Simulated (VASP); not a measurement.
# Ge (Fd-3m) in VASP: a series of runs

Ge is run at these levels: PBE; tasks: single point.

Everything below comes from runs of VASP 6.6.1. Logs are shortened: lines on timing, memory, paths and dates and some standing lists are left out, and cuts for length are marked.

## 1. The cell of the first run

It takes space group Fd-3m (No. 227, cubic). The conventional cell has a = 5.732 Å, b = 5.732 Å, c = 5.732 Å, α = 90.00°, β = 90.00°, γ = 90.00°. Within 3.3 Å of Ge (site symmetry -43m) lie 4 Ge at 2.48 Å.

## 2. Single point, PBE

The input, INCAR:

```
PREC = Accurate
ENCUT = 520
EDIFF = 1E-6
ISMEAR = 0
SIGMA = 0.1
LREAL = F
LASPH = T
NELM = 100
ALGO = Normal
ISIF = 2
LWAVE = F
LCHARG = F
GGA = PE
NBANDS = 21
```

The input, KPOINTS:

```
Automatic mesh
0
Gamma
  12 12 12
```

The input, POSCAR:

```
Ge
1.0
    0.0000000000      2.8658185511      2.8658185511
    2.8658185511      0.0000000000      2.8658185511
    2.8658185511      2.8658185511      0.0000000000
Ge
2
Direct
    0.5000000000      0.5000000000      0.5000000000
    0.7500000000      0.7500000000      0.7500000000
```

Potentials or basis: VASP PAW PBE potentials, release 64 (Ge_d).

Started as:

```
> cat potpaw_PBE.64/Ge_d/POTCAR > POTCAR
> mpirun -np 1 vasp_std > vasp.out
```

OUTCAR:

```text
PREC = Accurate
   ENCUT = 520
   EDIFF = 1E-6
   ISMEAR = 0
   LREAL = F
   LASPH = T
   NELM = 100
   ISIF = 2
   GGA = PE

 ion  position               nearest neighbor table
   1  0.500  0.500  0.500-   2 2.48   2 2.48   2 2.48   2 2.48
   2  0.750  0.750  0.750-   1 2.48   1 2.48   1 2.48   1 2.48

  LATTYP: Found a face centered cubic cell.
 ALAT       =     5.7316371022

  Lattice vectors:

 A1 = (   0.0000000000,   2.8658185511,   2.8658185511)
 A2 = (   2.8658185511,   0.0000000000,   2.8658185511)
 A3 = (   2.8658185511,   2.8658185511,   0.0000000000)

Analysis of symmetry for initial positions (statically):
=====================================================================
 Subroutine PRICEL returns:
 Original cell was already a primitive cell.

 Routine SETGRP: Setting up the symmetry group for a
 face centered cubic supercell.

 Subroutine GETGRP returns: Found 48 space group operations
 (whereof 24 operations were pure point group operations)
 out of a pool of 48 trial point group operations.

The static configuration has the point symmetry T_d .
 The point group associated with its full space group is O_h .

Analysis of symmetry for dynamics (positions and initial velocities):
=====================================================================
 Subroutine PRICEL returns:
 Original cell was already a primitive cell.

 Routine SETGRP: Setting up the symmetry group for a
 face centered cubic supercell.

 Subroutine GETGRP returns: Found 48 space group operations
 (whereof 24 operations were pure point group operations)
 out of a pool of 48 trial point group operations.

The dynamic configuration has the point symmetry T_d .
 The point group associated with its full space group is O_h .

 Subroutine INISYM returns: Found 48 space group operations
 (whereof 24 operations are pure point group operations),
 and found     1 'primitive' translations

----------------------------------------------------------------------------------------

                                     Primitive cell

  volume of cell :      47.0735

  direct lattice vectors                    reciprocal lattice vectors
     0.000000000  2.865818551  2.865818551    -0.174470222  0.174470222  0.174470222
     2.865818551  0.000000000  2.865818551     0.174470222 -0.174470222  0.174470222
     2.865818551  2.865818551  0.000000000     0.174470222  0.174470222 -0.174470222

  length of vectors
     4.052879462  4.052879462  4.052879462     0.302191290  0.302191290  0.302191290

  position of ions in fractional coordinates (direct lattice)
     0.500000000  0.500000000  0.500000000
     0.750000000  0.750000000  0.750000000

  ion indices of the primitive-cell ions
   primitive index   ion index
                 1           1
                 2           2

----------------------------------------------------------------------------------------

 KPOINTS: Automatic mesh

Automatic generation of k-mesh.
 Grid dimensions read from file:
 generate k-points for:   12   12   12

 Generating k-lattice:

  Cartesian coordinates                     Fractional coordinates (reciprocal lattice)
    -0.014539185  0.014539185  0.014539185     0.083333333  0.000000000  0.000000000
     0.014539185 -0.014539185  0.014539185     0.000000000  0.083333333  0.000000000
     0.014539185  0.014539185 -0.014539185     0.000000000  0.000000000  0.083333333

  Length of vectors
     0.025182607  0.025182607  0.025182607

  Shift w.r.t. Gamma in fractional coordinates (k-lattice)
     0.000000000  0.000000000  0.000000000

 Subroutine IBZKPT returns following result:
 ===========================================

 Found     72 irreducible k-points:

 Following reciprocal coordinates:
            Coordinates               Weight
  0.000000  0.000000  0.000000      1.000000
  0.083333  0.000000  0.000000      8.000000
  0.166667  0.000000  0.000000      8.000000
  0.250000  0.000000  0.000000      8.000000
  0.333333  0.000000  0.000000      8.000000
  0.416667  0.000000  0.000000      8.000000
[... 16 lines left out ...]
  0.500000  0.166667  0.000000     24.000000
 -0.416667  0.166667  0.000000     24.000000
 [... further k-points ...]
   k-points           NKPTS =     72   k-points in BZ     NKDIM =     72   number of bands    NBANDS=     21
   number of dos      NEDOS =    301   number of ions     NIONS =      2
   total plane-waves  NPLWV =  27000
   dimension x,y,z NGX =    30 NGY =   30 NGZ =   30
   dimension x,y,z NGXF=    60 NGYF=   60 NGZF=   60
   ions per type =               2
   NGX,Y,Z   is equivalent  to a cutoff of  12.31, 12.31, 12.31 a.u.
   NGXF,Y,Z  is equivalent  to a cutoff of  24.61, 24.61, 24.61 a.u.
 SYSTEM =  unknown system
   PREC   = accura    normal or accurate (medium, high low for compatibility)
   ISTART =      0    job   : 0-new  1-cont  2-samecut
   ICHARG =      2    charge: 1-file 2-atom 10-const
   ISPIN  =      1    spin polarized calculation?
   LNONCOLLINEAR =      F non collinear calculations
   LSORBIT =      F    spin-orbit coupling
   LASPH  =      T    aspherical Exc in radial PAW
   ENCUT  =  520.0 eV  38.22 Ry    6.18 a.u.   7.54  7.54  7.54*2*pi/ulx,y,z
   NELM   =    100;   NELMIN=  2; NELMDL= -5     # of ELM steps
   EDIFF  = 0.1E-05   stopping-criterion for ELM
   LREAL  =      F    real-space projection
   EDIFFG = 0.1E-04   stopping-criterion for IOM
   NSW    =      0    number of steps for IOM
   IBRION =     -1    ionic relax: 0-MD 1-quasi-New 2-CG
   NFREE  =      0    steps in history (QN), initial steepest desc. (CG)
   ISIF   =      2    stress and relaxation
   ISYM   =      2    0-nonsym 1-usesym 2-fastsym
   POTIM  = 0.5000    time-step for ionic-motion
   TEBEG  =    0.0;   TEEND  =   0.0 temperature during run
   PSTRESS=    0.0 pullay stress
   NELECT =      28.0000    total number of electrons
   NUPDOWN=      -1.0000    fix difference up-down
   EMIN   =  10.00;   EMAX   =-10.00  energy-range for DOS
   EFERMI =   0.00;   METHOD = LEGACY
   ISMEAR =     0;   SIGMA  =   0.10  broadening in eV -4-tet -1-fermi 0-gaus
   EFERMI_NEDOS =   21; number of points for ismear=-14 and -15
   IALGO  =     38    algorithm
   IMIX   =      4    mixing-type and parameters
     AMIX     =   0.40;   BMIX     =  1.00
     AMIX_MAG =   1.60;   BMIX_MAG =  1.00
  volume/ion in A,a.u.               =      23.54       158.83
  Fermi-wavevector in a.u.,A,eV,Ry     =   1.376794  2.601763 25.790666  1.895560
  Thomas-Fermi vector in A             =   2.502006
   LORBIT       =      0    0 simple, 1 ext, 2 COOP (PROOUT), +10 PAW based schemes
   GGA     = PE    functional components
   LHFCALC =     F    Hartree Fock is set to
   AEXX    =    0.0000 exact exchange contribution
   IVDW    =     0    specifies the selected vdW correction
   LEPSILON=     F    determine dielectric tensor
   LRPA    =     F    only Hartree local field effects (RPA)
 non-spin polarized calculation
 Gauss-broadening in eV      SIGMA  =   0.10
  energy-cutoff  :      520.00
  volume of cell :       47.07
 maximum number of plane-waves:      1303
   NGX = 15   NGY = 15   NGZ = 15

 number of electron      27.9999990 magnetization

 Free energy of the ion-electron system (eV)
  ---------------------------------------------------
  ext. energy  EPLUGINS =         0.00000000
  ---------------------------------------------------
  free energy    TOTEN  =        -9.03401219 eV

  energy without entropy =       -9.03370380  energy(sigma->0) =       -9.03385800

 E-fermi :   4.6184     XC(G=0):  -9.7417

 val. band max:        4.4625613249   @ k =   0.0833   0.0000   0.0000
 cond. band min:       4.6203602568   @ k =   0.0000   0.0000   0.0000
 fundamental gap:      0.1577989320
 Fermi energy:         4.6183876432

 k-point     1 :       0.0000    0.0000    0.0000
  band No.  band energies     occupation
      1     -20.1434      2.00000
      2     -20.1434      2.00000
      3     -20.1434      2.00000
      4     -20.1101      2.00000
      5     -20.1101      2.00000
      6     -19.9197      2.00000
[... 13 lines left out ...]
     20      13.9998      0.00000
     21      13.9998      0.00000

 k-point     2 :       0.0833    0.0000    0.0000
  band No.  band energies     occupation
      1     -20.1472      2.00000
      2     -20.1472      2.00000
      3     -20.1423      2.00000
      4     -20.1050      2.00000
      5     -20.1050      2.00000
      6     -19.9263      2.00000
[... 13 lines left out ...]
     20      13.4606      0.00000
     21      13.4606      0.00000

 k-point     3 :       0.1667    0.0000    0.0000
  band No.  band energies     occupation
      1     -20.1540      2.00000
      2     -20.1540      2.00000
      3     -20.1394      2.00000
      4     -20.0946      2.00000
      5     -20.0946      2.00000
      6     -19.9358      2.00000
[... 13 lines left out ...]
     20      12.9201      0.00000
     21      12.9201      0.00000

 k-point     4 :       0.2500    0.0000    0.0000
  band No.  band energies     occupation
      1     -20.1597      2.00000
      2     -20.1597      2.00000
      3     -20.1354      2.00000
      4     -20.0846      2.00000
      5     -20.0846      2.00000
      6     -19.9439      2.00000
[... 13 lines left out ...]
     20      12.8929      0.00000
     21      12.8929      0.00000

 k-point     5 :       0.3333    0.0000    0.0000
  band No.  band energies     occupation
      1     -20.1634      2.00000
      2     -20.1634      2.00000
      3     -20.1313      2.00000
      4     -20.0773      2.00000
      5     -20.0773      2.00000
      6     -19.9491      2.00000
[... 13 lines left out ...]
     20      13.4998      0.00000
     21      13.4998      0.00000
[... 382 lines left out ...]
     20      14.2052      0.00000
     21      14.7772      0.00000

 k-point    22 :       0.4167    0.1667    0.0000
  band No.  band energies     occupation
      1     -20.1768      2.00000
      2     -20.1656      2.00000
      3     -20.1218      2.00000
      4     -20.0684      2.00000
      5     -20.0498      2.00000
      6     -19.9905      2.00000
[... 13 lines left out ...]
     20      14.5454      0.00000
     21      15.6098      0.00000

 k-point    23 :       0.5000    0.1667    0.0000
  band No.  band energies     occupation
      1     -20.1804      2.00000
      2     -20.1688      2.00000
      3     -20.1120      2.00000
      4     -20.0604      2.00000
      5     -20.0529      2.00000
      6     -19.9844      2.00000
[... 13 lines left out ...]
     20      15.3850      0.00000
     21      15.6674      0.00000

 k-point    24 :      -0.4167    0.1667    0.0000
  band No.  band energies     occupation
      1     -20.1807      2.00000
      2     -20.1709      2.00000
      3     -20.1069      2.00000
      4     -20.0611      2.00000
      5     -20.0547      2.00000
      6     -19.9722      2.00000
[... 13 lines left out ...]
     20      14.1690      0.00000
     21      14.7963      0.00000

 [... further k-points ...]
[... 5 lines left out ...]
  --------------------------------------------------------------------------------------
  -------------------------------------------------------------------------------------
  Total        0.2491474      0.2491474      0.2491474      0.0000000      0.0000000      0.0000000
  in kB        8.4799021      8.4799021      8.4799021      0.0000000      0.0000000      0.0000000
  external PRESSURE =       8.4799021 kB  Pullay stress =       0.0000000 kB

 VOLUME and BASIS-vectors are now :
 -----------------------------------------------------------------------------
  energy-cutoff  :      520.00
  volume of cell :       47.07
      direct lattice vectors                 reciprocal lattice vectors
     0.000000000  2.865818551  2.865818551    -0.174470222  0.174470222  0.174470222
     2.865818551  0.000000000  2.865818551     0.174470222 -0.174470222  0.174470222
     2.865818551  2.865818551  0.000000000     0.174470222  0.174470222 -0.174470222

 POSITION                                       TOTAL-FORCE (eV/Angst)
 -----------------------------------------------------------------------------------
      2.86582      2.86582      2.86582         0.000000      0.000000      0.000000
      4.29873      4.29873      4.29873        -0.000000     -0.000000     -0.000000
 -----------------------------------------------------------------------------------
    total drift:                                0.000000     -0.000000     -0.000000

  FREE ENERGIE OF THE ION-ELECTRON SYSTEM (eV)
  ---------------------------------------------------
  free  energy   TOTEN  =        -9.0340121904 eV

  energy  without entropy=       -9.0337037999  energy(sigma->0) =       -9.03385800
```

It took 23 s on 1 thread of Intel Xeon 6975P-C (Granite Rapids), shared host; peak memory 0.2 GiB.

Results:

```yaml
Free_energy: -9.0340 eV
Pressure: 0.8 GPa
Band_gap_on_the_k_mesh: zero (filled and empty bands touch)
```

## 3. Single point, PBE

This run uses another cell than the first one, of 23.88 Å³/atom, 1.015 times its volume.

The input, INCAR:

```
  PREC = Accurate
  ENCUT = 520
  EDIFF = 1E-6
  ISMEAR = 0
  SIGMA = 0.1
  LREAL = F
  LASPH = T
  NELM = 100
  ALGO = Normal
  ISIF = 2
  LWAVE = F
  LCHARG = T
  GGA = PE
  LELF = T
  LVHAR = T
  NBANDS = 21
```

KPOINTS is that of step 2.

The input, POSCAR:

```
Ge
1.0
    0.0000000000      2.8798158576      2.8798158576
    2.8798158576      0.0000000000      2.8798158576
    2.8798158576      2.8798158576      0.0000000000
Ge
2
Direct
    0.5000000000      0.5000000000      0.5000000000
    0.7500000000      0.7500000000      0.7500000000
```

Potentials or basis: VASP PAW PBE potentials, release 64 (Ge_d).

Started as:

```
> cat potpaw_PBE.64/Ge_d/POTCAR > POTCAR
> mpirun -np 1 vasp_std > vasp.out
```

It took 24 s on 1 thread of Intel Xeon 6975P-C (Granite Rapids), shared host; peak memory 0.19 GiB.

Results (log left out):

```
Free energy            : -9.0361 eV
Pressure               : -0.1 GPa
Band gap on the k mesh : zero (filled and empty bands touch)
```

Levels at points of the mesh, in eV from the Fermi level:
| k point | band 11 | band 12 | band 13 | band 14 | band 15 | band 16 | band 17 | band 18 |
| --- | --- | --- | --- | --- | --- | --- | --- | --- |
| (0.00, 0.00, 0.00) | -12.36 | -0.43 | 0.02 | 0.02 | 0.02 | 2.55 | 2.55 | 2.55 |
| (0.50, 0.00, 0.00) | -10.40 | -7.34 | -1.30 | -1.30 | 0.05 | 3.74 | 3.74 | 7.12 |
| (0.50, 0.50, 0.00) | -8.67 | -8.67 | -2.87 | -2.87 | 0.84 | 0.84 | 9.10 | 9.10 |
